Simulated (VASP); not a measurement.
Runs of VASP 6.6.1 on NiO. The structure is that of space group Fm-3m (No. 225), or close to it. The cells are those of the table. 

```tsv
cell	k mesh	gap on the mesh (eV)	pressure (GPa)	moment (μB)
a = 3.018 Å, angles 60.0°, 2 atoms	10 × 10 × 10	2.36	(a)	2.00
a = 3.041 Å, angles 60.0°, 2 atoms	10 × 10 × 10	2.23	-11.4	2.00
a = 2.950 Å, angles 60.0°, 2 atoms	10 × 10 × 10	2.51	3.4	2.00
a = 2.950 Å, angles 60.0°, 2 atoms	6 × 6 × 6	2.51	3.4	2.00
```

Alike in all rows: task single point; level PBE+U; potentials or basis VASP PAW PBE potentials, release 64 (Ni, O); spin collinear, ferromagnetic start; Ni d U = 6.2 eV; cutoff (eV) 520; smearing gaussian 0.05 eV.

Fill in the values left out.

(a) -8.2.

Caveats: some runs use coarse meshes; a cell with one magnetic atom can't hold antiferromagnetic order, which such compounds often take.

A k mesh can miss the band edges.
